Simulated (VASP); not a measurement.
# Ir (Fd-3m) in VASP: single point with PBEsol

Aim: the single point of Ir with PBEsol.

Everything below comes from runs of VASP 6.6.1. Logs are shortened: lines on timing, memory, paths and dates and some standing lists are left out, and cuts for length are marked.

## Step 1: The cell of the first run

It takes space group Fd-3m (No. 227, cubic). Conventional cell: a = 7.700 Å, b = 7.700 Å, c = 7.700 Å, α = 90.00°, β = 90.00°, γ = 90.00°. Within 3.6 Å of Ir (site symmetry -3m) lie 6 Ir at 2.72 Å.

## Step 2: Single point, PBEsol

Contents of INCAR:

```
SYSTEM = Ir
  PREC = Accurate
  ENCUT = 520
  EDIFF = 1E-7
  ISMEAR = 1
  SIGMA = 0.2
  LREAL = .False.
  LASPH = .True.
  NELM = 80
  ALGO = Normal
  ISIF = 2
  LWAVE = .False.
  LCHARG = .False.
  GGA = PS
  NBANDS = 26
```

Contents of KPOINTS:

```
Automatic mesh
0
Gamma
  5 5 5
  0 0 0
```

Contents of POSCAR:

```
Ir
1.0
    0.0000000000      3.8500000000      3.8500000000
    3.8500000000      0.0000000000      3.8500000000
    3.8500000000      3.8500000000      0.0000000000
Ir
4
Direct
    0.6250000000      0.6250000000      0.6250000000
    0.1250000000      0.6250000000      0.6250000000
    0.6250000000      0.6250000000      0.1250000000
    0.6250000000      0.1250000000      0.6250000000
```

Potentials or basis: VASP PAW PBE potentials, release 64 (Ir).

Started as:

```bash
cat potpaw_PBE.64/Ir/POTCAR > POTCAR
mpirun -np 1 vasp_std > vasp.out
```

OUTCAR:

```text
SYSTEM = Ir
   PREC = Accurate
   ENCUT = 520
   EDIFF = 1E-7
   ISMEAR = 1
   LREAL = .False.
   LASPH = .True.
   NELM = 80
   ISIF = 2
   GGA = PS

 ion  position               nearest neighbor table
   1  0.625  0.625  0.625-   2 2.72   3 2.72   4 2.72   3 2.72   4 2.72   2 2.72
   2  0.125  0.625  0.625-   1 2.72   3 2.72   4 2.72   1 2.72   3 2.72   4 2.72
   3  0.625  0.625  0.125-   1 2.72   1 2.72   2 2.72   4 2.72   4 2.72   2 2.72
   4  0.625  0.125  0.625-   1 2.72   3 2.72   1 2.72   2 2.72   3 2.72   2 2.72

  LATTYP: Found a face centered cubic cell.
 ALAT       =     7.7000000000

  Lattice vectors:

 A1 = (   0.0000000000,   3.8500000000,   3.8500000000)
 A2 = (   3.8500000000,   0.0000000000,   3.8500000000)
 A3 = (   3.8500000000,   3.8500000000,   0.0000000000)

Analysis of symmetry for initial positions (statically):
=====================================================================
 Subroutine PRICEL returns:
 Original cell was already a primitive cell.

 Routine SETGRP: Setting up the symmetry group for a
 face centered cubic supercell.

 Subroutine GETGRP returns: Found 48 space group operations
 (whereof 24 operations were pure point group operations)
 out of a pool of 48 trial point group operations.

The static configuration has the point symmetry T_d .
 The point group associated with its full space group is O_h .

Analysis of symmetry for dynamics (positions and initial velocities):
=====================================================================
 Subroutine PRICEL returns:
 Original cell was already a primitive cell.

 Routine SETGRP: Setting up the symmetry group for a
 face centered cubic supercell.

 Subroutine GETGRP returns: Found 48 space group operations
 (whereof 24 operations were pure point group operations)
 out of a pool of 48 trial point group operations.

The dynamic configuration has the point symmetry T_d .
 The point group associated with its full space group is O_h .

 Subroutine INISYM returns: Found 48 space group operations
 (whereof 24 operations are pure point group operations),
 and found     1 'primitive' translations

----------------------------------------------------------------------------------------

                                     Primitive cell

  volume of cell :     114.1333

  direct lattice vectors                    reciprocal lattice vectors
     0.000000000  3.850000000  3.850000000    -0.129870130  0.129870130  0.129870130
[... 74 lines left out ...]
   NELM   =     80;   NELMIN=  2; NELMDL= -5     # of ELM steps
   EDIFF  = 0.1E-06   stopping-criterion for ELM
   LREAL  =      F    real-space projection
   EDIFFG = 0.1E-05   stopping-criterion for IOM
   NSW    =      0    number of steps for IOM
   IBRION =     -1    ionic relax: 0-MD 1-quasi-New 2-CG
   NFREE  =      0    steps in history (QN), initial steepest desc. (CG)
   ISIF   =      2    stress and relaxation
   ISYM   =      2    0-nonsym 1-usesym 2-fastsym
   POTIM  = 0.5000    time-step for ionic-motion
   TEBEG  =    0.0;   TEEND  =   0.0 temperature during run
   PSTRESS=    0.0 pullay stress
   NELECT =      36.0000    total number of electrons
   NUPDOWN=      -1.0000    fix difference up-down
   EMIN   =  10.00;   EMAX   =-10.00  energy-range for DOS
   EFERMI =   0.00;   METHOD = LEGACY
   ISMEAR =     1;   SIGMA  =   0.20  broadening in eV -4-tet -1-fermi 0-gaus
   EFERMI_NEDOS =   21; number of points for ismear=-14 and -15
   IALGO  =     38    algorithm
   IMIX   =      4    mixing-type and parameters
     AMIX     =   0.40;   BMIX     =  1.00
     AMIX_MAG =   1.60;   BMIX_MAG =  1.00
  volume/ion in A,a.u.               =      28.53       192.55
  Fermi-wavevector in a.u.,A,eV,Ry     =   1.114393  2.105897 16.896683  1.241871
  Thomas-Fermi vector in A             =   2.250987
   LORBIT       =      0    0 simple, 1 ext, 2 COOP (PROOUT), +10 PAW based schemes
   GGA     = PS    functional components
   LHFCALC =     F    Hartree Fock is set to
   AEXX    =    0.0000 exact exchange contribution
   IVDW    =     0    specifies the selected vdW correction
   LEPSILON=     F    determine dielectric tensor
   LRPA    =     F    only Hartree local field effects (RPA)
 non-spin polarized calculation
 Methfessel and Paxton  Order N= 1 SIGMA  =   0.20
  energy-cutoff  :      520.00
  volume of cell :      114.13
 maximum number of plane-waves:      3119
   NGX = 21   NGY = 21   NGZ = 21

 number of electron      36.0000001 magnetization

 Free energy of the ion-electron system (eV)
  ---------------------------------------------------
  ext. energy  EPLUGINS =         0.00000000
  ---------------------------------------------------
  free energy    TOTEN  =       -29.99682462 eV

  energy without entropy =      -29.93168260  energy(sigma->0) =      -29.97511061

 E-fermi :   1.4593     XC(G=0):  -9.6518

 val. band max:        1.4590693206   @ k =  -0.4000   0.4000   0.0000
 cond. band min:       1.4673445579   @ k =  -0.4000   0.2000   0.0000
 fundamental gap:      0.0082752373
 Fermi energy:         1.4592593992

 k-point     1 :       0.0000    0.0000    0.0000
  band No.  band energies     occupation
      1      -6.2600      2.00000
      2      -3.1682      2.00000
      3      -3.1682      2.00000
      4      -3.1682      2.00000
      5      -2.4233      2.00000
      6      -1.9623      2.00000
[... 279 lines left out ...]
     25       7.8900      0.00000
     26       8.1435      0.00000

------------------------ aborting loop because EDIFF is reached ----------------------------------------

  FORCE on cell =-STRESS in cart. coord.  units (eV):
  Direction    XX          YY          ZZ          XY          YZ          ZX
  --------------------------------------------------------------------------------------
  -------------------------------------------------------------------------------------
  Total      -15.7402070    -15.7402070    -15.7402070      0.0000000     -0.0000000      0.0000000
  in kB     -220.9575462   -220.9575462   -220.9575462      0.0000000     -0.0000000      0.0000000
  external PRESSURE =    -220.9575462 kB  Pullay stress =       0.0000000 kB

 VOLUME and BASIS-vectors are now :
 -----------------------------------------------------------------------------
  energy-cutoff  :      520.00
  volume of cell :      114.13
      direct lattice vectors                 reciprocal lattice vectors
     0.000000000  3.850000000  3.850000000    -0.129870130  0.129870130  0.129870130
     3.850000000  0.000000000  3.850000000     0.129870130 -0.129870130  0.129870130
     3.850000000  3.850000000  0.000000000     0.129870130  0.129870130 -0.129870130

 POSITION                                       TOTAL-FORCE (eV/Angst)
 -----------------------------------------------------------------------------------
      4.81250      4.81250      4.81250         0.000000     -0.000000      0.000000
      4.81250      2.88750      2.88750         0.000000     -0.000000     -0.000000
      2.88750      2.88750      4.81250        -0.000000      0.000000      0.000000
      2.88750      4.81250      2.88750        -0.000000      0.000000     -0.000000
 -----------------------------------------------------------------------------------
    total drift:                                0.000000      0.000000      0.000000

  FREE ENERGIE OF THE ION-ELECTRON SYSTEM (eV)
  ---------------------------------------------------
  free  energy   TOTEN  =       -29.9968246190 eV

  energy  without entropy=      -29.9316826044  energy(sigma->0) =      -29.97511061
```

Run time: 61 s. Hardware: 1 thread of Intel Xeon 8259CL, shared host; peak memory 0.24 GiB.

What came out:

* Free energy: -29.9968 eV
* Pressure: -22.1 GPa
* Band gap on the k mesh: zero (band 18 reaches 1.71 eV, above the bottom of band 19 at 1.37 eV)

Caveat: the PAW data sets were made with another functional, which shifts forces and pressure a little; spin-orbit coupling is left out, which moves the levels of the heavy elements.
